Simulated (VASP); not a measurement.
# Bi (Immm) in VASP: a series of runs, part 3 of 3

VASP 6.6.1. The steps go on from the part before.

### 4 Single point, PBEsol+D3(BJ)

INCAR reads:

```
SYSTEM = Bi
ALGO = Fast
EDIFF = 1E-6
ENCUT = 520
GGA = PS
ISIF = 2
ISMEAR = 0
IVDW = 12
LASPH = .True.
LCHARG = .False.
LREAL = .False.
LWAVE = .False.
NBANDS = 14
NELM = 80
PREC = Accurate
SIGMA = 0.15
```

KPOINTS reads:

```
k-points
0
Gamma
  16 16 16
  0 0 0
```

POSCAR reads:

```
Bi
1.0
   -1.8052619706      1.9976488167      1.9686945963
    1.8052619706     -1.9976488167      1.9686945963
    1.8052619706      1.9976488167     -1.9686945963
Bi
1
Direct
    0.0000000000      0.0000000000      0.0000000000
```

Potentials or basis: VASP PAW PBE potentials, release 64 (Bi_d).

On the command line:

```bash
> cat potpaw_PBE.64/Bi_d/POTCAR > POTCAR
> mpirun -np 1 vasp_std > vasp.out
```

OUTCAR:

```text
SYSTEM = Bi
   EDIFF = 1E-6
   ENCUT = 520
   GGA = PS
   ISIF = 2
   ISMEAR = 0
   IVDW = 12
   LASPH = .True.
   LREAL = .False.
   NELM = 80
   PREC = Accurate
 IVDW          = 12

 ion  position               nearest neighbor table
   1  0.000  0.000  0.000-

  LATTYP: Found a body centered orthorhombic cell.
 ALAT       =     3.6105239412
 B/A-ratio  =     1.0905312516
 C/A-ratio  =     1.1065700431

  Lattice vectors:

 A1 = (  -1.8052619706,  -1.9976488167,   1.9686945963)
 A2 = (   1.8052619706,  -1.9976488167,  -1.9686945963)
 A3 = (   1.8052619706,   1.9976488167,   1.9686945963)

Analysis of symmetry for initial positions (statically):
=====================================================================
 Subroutine PRICEL returns:
 Original cell was already a primitive cell.

 Routine SETGRP: Setting up the symmetry group for a
 body centered orthorhombic supercell.

 Subroutine GETGRP returns: Found  8 space group operations
 (whereof  8 operations were pure point group operations)
 out of a pool of  8 trial point group operations.

The static configuration has the point symmetry D_2h.

Analysis of symmetry for dynamics (positions and initial velocities):
=====================================================================
 Subroutine PRICEL returns:
 Original cell was already a primitive cell.

 Routine SETGRP: Setting up the symmetry group for a
 body centered orthorhombic supercell.

 Subroutine GETGRP returns: Found  8 space group operations
 (whereof  8 operations were pure point group operations)
 out of a pool of  8 trial point group operations.

The dynamic configuration has the point symmetry D_2h.

 Subroutine INISYM returns: Found  8 space group operations
 (whereof  8 operations are pure point group operations),
 and found     1 'primitive' translations

----------------------------------------------------------------------------------------

[... 119 lines left out ...]
   LEPSILON=     F    determine dielectric tensor
   LRPA    =     F    only Hartree local field effects (RPA)
 non-spin polarized calculation
 RMM-DIIS sequential band-by-band and
 Gauss-broadening in eV      SIGMA  =   0.15
  energy-cutoff  :      520.00
  volume of cell :       28.40
 maximum number of plane-waves:       786
 NGX is ok and might be reduce to    28
   NGX = 13   NGY = 13   NGZ = 13

 number of electron      14.9999996 magnetization

 Free energy of the ion-electron system (eV)
  ---------------------------------------------------
  ext. energy  EPLUGINS =         0.00000000
  ---------------------------------------------------
  free energy    TOTEN  =        -4.19354099 eV

  energy without entropy =       -4.18535396  energy(sigma->0) =       -4.18944747

 E-fermi :   8.9501     XC(G=0): -10.8819

 val. band max:        8.9494269289   @ k =  -0.4375  -0.3750   0.3125
 cond. band min:       8.9508804426   @ k =  -0.2500   0.4375   0.2500
 fundamental gap:      0.0014535137
 Fermi energy:         8.9501385416

 k-point     1 :       0.0000    0.0000    0.0000
  band No.  band energies     occupation
      1     -14.1186      2.00000
      2     -14.0847      2.00000
      3     -14.0788      2.00000
      4     -13.9651      2.00000
      5     -13.9005      2.00000
      6      -5.2796      2.00000
      7      14.4282      0.00000
      8      14.4391      0.00000
      9      15.1895      0.00000
     10      19.0262      0.00000
     11      19.1671      0.00000
     12      19.3777      0.00000
     13      20.0421      0.00000
     14      20.3290      0.00000
[... 377 lines left out ...]
      1     -14.1089      2.00000
      2     -14.0826      2.00000
      3     -14.0565      2.00000
      4     -13.9686      2.00000
      5     -13.9059      2.00000
      6      -5.0500      2.00000
      7      12.4970      0.00000
      8      13.9929      0.00000
      9      14.4639      0.00000
     10      18.2929      0.00000
     11      18.7482      0.00000
     12      19.9916      0.00000
     13      20.0914      0.00000
     14      21.5435      0.00000

 [... further k-points ...]

------------------------ aborting loop because EDIFF is reached ----------------------------------------

 Edisp (eV)   -0.57621

 E8    (eV) :    -0.4124

  FORCE on cell =-STRESS in cart. coord.  units (eV):
  Direction    XX          YY          ZZ          XY          YZ          ZX
  --------------------------------------------------------------------------------------
  -------------------------------------------------------------------------------------
  Total       0.22021     0.00103     0.05350     0.00000     0.00000     0.00000
  in kB      12.42386     0.05820     3.01848     0.00000     0.00000     0.00000
  external pressure =        5.17 kB  Pullay stress =        0.00 kB

 VOLUME and BASIS-vectors are now :
 -----------------------------------------------------------------------------
  energy-cutoff  :      520.00
  volume of cell :       28.40
      direct lattice vectors                 reciprocal lattice vectors
    -1.805261971  1.997648817  1.968694596     0.000000000  0.250294244  0.253975401
     1.805261971 -1.997648817  1.968694596     0.276968112  0.000000000  0.253975401
     1.805261971  1.997648817 -1.968694596     0.276968112  0.250294244  0.000000000

 POSITION                                       TOTAL-FORCE (eV/Angst)
 -----------------------------------------------------------------------------------
      0.00000      0.00000      0.00000         0.000000      0.000000     -0.000000
 -----------------------------------------------------------------------------------
    total drift:                                0.000000     -0.000000      0.000000

  FREE ENERGIE OF THE ION-ELECTRON SYSTEM (eV)
  ---------------------------------------------------
  free  energy   TOTEN  =        -4.7697534856 eV

  energy  without entropy=       -4.7615664553  energy(sigma->0) =       -4.76565997
```

stdout:

```text
POSCAR found type information on POSCAR Bi
 POSCAR found :  1 types and       1 ions
 scaLAPACK will be used
 -----------------------------------------------------------------------------
|                                                                             |
|                                                                             |
|     You enforced a specific xc type in the INCAR file but a different       |
[... 19 lines left out ...]
WARNING in EDDRMM: call to ZHEGV failed, returncode =   6  3     12
WARNING in EDDRMM: call to ZHEGV failed, returncode =   6  3     10
WARNING in EDDRMM: call to ZHEGV failed, returncode =   8  4     12
WARNING in EDDRMM: call to ZHEGV failed, returncode =   8  4     11
WARNING in EDDRMM: call to ZHEGV failed, returncode =   6  3     13
WARNING in EDDRMM: call to ZHEGV failed, returncode =   8  4     10
WARNING in EDDRMM: call to ZHEGV failed, returncode =   6  3     10
```

Wall time 2.4 min (1 thread of AMD EPYC 9R45 (Zen 5), shared host); peak memory 0.31 GiB.

Results:

```
Free energy                : -4.7698 eV
Pressure                   : 0.5 GPa
Band gap on the k mesh     : zero (an odd number of electrons rules out a gap without spin polarisation)
Dispersion energy per atom : -0.576 eV
```

Stress tensor (GPa, compression positive):
```
1.24 0.00 0.00
0.00 0.01 0.00
0.00 0.00 0.30
```

Levels at points of the mesh, in eV from the Fermi level:
| k point | band 4 | band 5 | band 6 | band 7 | band 8 | band 9 | band 10 | band 11 |
| --- | --- | --- | --- | --- | --- | --- | --- | --- |
| (0.00, 0.00, 0.00) | -22.92 | -22.85 | -14.23 | 5.48 | 5.49 | 6.24 | 10.08 | 10.22 |
| (0.50, 0.00, 0.00) | -22.89 | -22.78 | -10.93 | -5.80 | 2.56 | 4.72 | 7.25 | 8.90 |
| (0.00, 0.50, 0.00) | -22.85 | -22.76 | -10.42 | -5.56 | 1.37 | 3.04 | 5.82 | 7.24 |
| (0.50, 0.50, 0.00) | -22.85 | -22.76 | -10.48 | -5.60 | 1.52 | 3.26 | 6.00 | 7.45 |
| (0.50, 0.50, 0.50) | -22.80 | -22.77 | -8.21 | -2.67 | -2.44 | -0.84 | 3.02 | 4.07 |

Caveat: the cell differs from its parent crystal (strain +e along x and -e along y -0.0500, strain +e along z and -e/2 along x and y +0.0233); the PAW data sets were made with another functional, which shifts forces and pressure a little; spin-orbit coupling is left out, which moves the levels of the heavy elements.

### 5 Overview

| cell | further INCAR settings | gap on the mesh (eV) | pressure (GPa) |
| --- | --- | --- | --- |
| a = 3.345 Å, angles 119.4, 103.5, 106.0°, 1 atom | ALGO = Fast; EDIFF = 1e-06; NBANDS = 14 | none | 1.9 |
| a = 3.335 Å, angles 112.6, 104.5, 111.4°, 1 atom | ALGO = Fast; EDIFF = 1e-07; NBANDS = 14 | none | 0.4 |
| a = 3.335 Å, angles 114.5, 106.4, 107.7°, 1 atom | ALGO = Fast; EDIFF = 1e-06; NBANDS = 14 | none | 0.5 |

Alike in all rows: task single point; level PBEsol+D3(BJ); potentials or basis VASP PAW PBE potentials, release 64 (Bi_d); no spin polarisation; k mesh 16 × 16 × 16; cutoff (eV) 520; smearing gaussian 0.15 eV.

Caveats: the PAW data sets were made with another functional, which shifts forces and pressure a little; spin-orbit coupling is left out, which moves the levels of the heavy elements.

Absolute energies hang on the potentials; compare differences alone.
